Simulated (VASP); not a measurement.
A run of VASP 6.6.1 is set up as follows.

The input INCAR:

```
PREC = Accurate
ENCUT = 600
EDIFF = 1E-7
ISMEAR = 0
SIGMA = 0.05
LREAL = F
LASPH = T
NELM = 60
ALGO = Fast
ISIF = 3
LWAVE = F
LCHARG = F
GGA = PS
IBRION = 2
NSW = 80
EDIFFG = -0.01
PSTRESS = 90.0
```

KPOINTS

```
Automatic mesh
0
Gamma
  10 10 16
```

File POSCAR:

```
Zr
1.0
    4.8841727057      0.0000000000      0.0000000000
   -2.4420863528      4.2298176396      0.0000000000
    0.0000000000      0.0000000000      3.0550017383
Zr
3
Direct
    0.0000000000      0.0000000000      0.0000000000
    0.3333333333      0.6666666667      0.5000000000
    0.6666666667      0.3333333333      0.5000000000
```

Potentials or basis: VASP PAW PBE potentials, release 64 (Zr_sv).

Run with:

```console
$ cat potpaw_PBE.64/Zr_sv/POTCAR > POTCAR
$ mpirun -np 1 vasp_std > vasp.out
```

Q: Predict the band gap on the k mesh.

A: Zero (bands 18 and 19 overlap by 0.76 eV).

Q: Estimate the relaxed cell.

A: a = 4.848 Å, b = 4.848 Å, c = 3.032 Å, α = 90.00°, β = 90.00°, γ = 120.00°.

Q: Predict the relaxed volume.

A: 20.57 Å³/atom.

Q: What does it give for the space group after relaxing (to 0.1 Å)?

A: P6/mmm (No. 191).

Final structure:
```
Zr
1.0
     4.84805    0.00000    0.00000
    -2.42402    4.19853    0.00000
     0.00000    0.00000    3.03214
Zr
3
Direct
  0.00000 0.00000 0.00000
  0.33333 0.66667 0.50000
  0.66667 0.33333 0.50000
```

Caveat: the cell is relaxed towards a set pressure, so the run minimises the enthalpy, not the energy; the PAW data sets were made with another functional, which shifts forces and pressure a little.
